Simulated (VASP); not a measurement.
The system is Na3BiH6.

```
CELL_PARAMETERS angstrom
-3.32527 3.32527 3.32527
3.32527 -3.32527 3.32527
3.32527 3.32527 -3.32527
ATOMIC_POSITIONS crystal
Na 0.00000 0.50000 0.50000
Na 0.50000 0.00000 0.50000
Na 0.50000 0.50000 0.00000
Bi 0.00000 0.00000 0.00000
H 0.00000 0.24920 0.24920
H 0.00000 0.75080 0.75080
H 0.24920 0.00000 0.24920
H 0.75080 0.00000 0.75080
H 0.24920 0.24920 0.00000
H 0.75080 0.75080 0.00000
```

- Program: VASP 6.6.1
- Task: relaxation of cell and atoms
- Functional: PBE
- Potentials or basis: VASP PAW PBE potentials, release 64 (Na_pv, Bi_d, H)
- Cutoff: 600 eV
- k mesh: 4 × 4 × 4
- Occupations: gaussian, width 0.1 eV
- Spin: no spin polarisation

At the start: pressure 27.1 GPa; volume 14.71 Å³/atom.

Question: How do energy, volume and symmetry change on relaxing?

Answer: Over 11 steps the energy falls by 704.1 meV/atom and the volume is 27.86 Å³/atom (+89.5 %); space group Im-3m (No. 229, to 0.05 Å).

Step by step:
```tsv
step	energy change (eV)	largest force (eV/Å)	pressure (GPa)	volume (Å³)
1	0.0000	2.2742	27.07	147.08
2	-5.7099	0.6045	6.68	206.55
3	-6.2584	1.0307	3.45	230.56
4	-6.0567	1.5537	-0.30	284.03
5	-6.3237	1.3521	1.30	255.13
6	-6.3319	1.3240	1.51	252.20
7	-6.8189	0.7198	0.38	268.28
8	-7.0105	0.2100	-0.48	287.45
9	-7.0125	0.1692	-0.55	289.35
10	-7.0355	0.0821	-0.23	283.20
11	-7.0408	0.0131	0.02	278.64
```

Final structure:
```
Na Bi H
1.0
    -4.11461    4.11461    4.11461
     4.11461   -4.11461    4.11461
     4.11461    4.11461   -4.11461
Na Bi H
3 1 6
Direct
  0.00000 0.50000 0.50000
  0.50000 0.00000 0.50000
  0.50000 0.50000 0.00000
  0.00000 0.00000 0.00000
  0.00000 0.25504 0.25504
  0.00000 0.74496 0.74496
  0.25504 0.00000 0.25504
  0.74496 0.00000 0.74496
  0.25504 0.25504 0.00000
  0.74496 0.74496 0.00000
```

Caveat: the volume moved by over 15 % at a fixed basis, so the end points are rough.
